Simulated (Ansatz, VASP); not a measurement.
**In2As2H in VASP and in Ansatz**

Contents of INCAR:

```
SYSTEM = In2As2H
PREC = Accurate ; ENCUT = 520
EDIFF = 1E-6 ; ISMEAR = 0
SIGMA = 0.1 ; LREAL = .False.
LASPH = .True. ; NELM = 60
ALGO = Normal ; ISIF = 2
LWAVE = .False. ; LCHARG = .False.
LDIPOL = .True. ; IDIPOL = 3
DIPOL = 0.5 0.5 0.338 ; GGA = PE
IVDW = 12 ; NBANDS = 26
```

KPOINTS

```
Automatic mesh
0
Gamma
  6 6 1
  0 0 0
```

POSCAR

```
In2As2H
1.0
    4.3220706691      0.0000000000      0.0000000000
   -2.1610353346      3.7430229964      0.0000000000
    0.0000000000      0.0000000000     21.7386927198
As In H
2 2 1
Direct
    0.0000000000      0.0000000000      0.1840037049
    0.3333333333      0.6666666667      0.3557112058
    0.3333333333      0.6666666667      0.2245875152
    0.6666666667      0.3333333333      0.3881876812
    0.8888888889      0.4444444444      0.5399907378
```

Input for Ansatz:

```yaml
crystal:
  lattice:
    - [4.3220706691, 0.0, 0.0]
    - [-2.1610353346, 3.7430229964, 0.0]
    - [0.0, 0.0, 21.7386927198]
  atoms:
    - { symbol: As, position: [0.0, 0.0, 0.1840037049] }
    - { symbol: In, position: [0.3333333333, 0.6666666667, 0.2245875152] }
    - { symbol: As, position: [0.3333333333, 0.6666666667, 0.3557112058] }
    - { symbol: In, position: [0.6666666667, 0.3333333333, 0.3881876812] }
    - { symbol: H, position: [0.8888888889, 0.4444444444, 0.5399907378] }
basis:
  ecutwfc: 420
kpoints:
  mp_grid: { grid: [6, 6, 1] }
hamiltonian:
  xc: pbe
  pseudopotentials: { kind: paw, azcp: { folder: soft_1 } }
  dispersion: d3bj
scf:
  occupations: { method: gaussian, width: 0.1 }
output:
  forces: true
  eigenvalues: true
efield:
  axis: 3
  dipole_correction: true
  ramp_width: 0.04
```

Alike in both runs: task single point; functional PBE; dispersion D3(BJ); k mesh 6 × 6 × 1; occupations gaussian, width 0.1 eV; no spin polarisation.

|  | VASP | Ansatz |
| --- | --- | --- |
| version | VASP 6.6.1 | Ansatz 0.2.0 |
| potentials or method | VASP PAW PBE potentials, release 64 (As, In_d, H), cutoff 520 eV | scalar-relativistic, plane waves, PAW |
| valence electrons in the cell | 37 | 57 |

VASP gave:

```
gap on the k mesh at the Fermi level (eV) : none
rms of the force components (eV/Å)        : 0.252
```

Problem. Which values does Ansatz return?

Solution. gap on the k mesh at the Fermi level (eV): none; rms of the force components (eV/Å): 0.250.

A gap of «none» marks a metal or a gap that the smearing closes. VASP's potentials hold 37 valence electrons a cell and Ansatz's 57, so a difference there can come from the potentials and not from the codes.
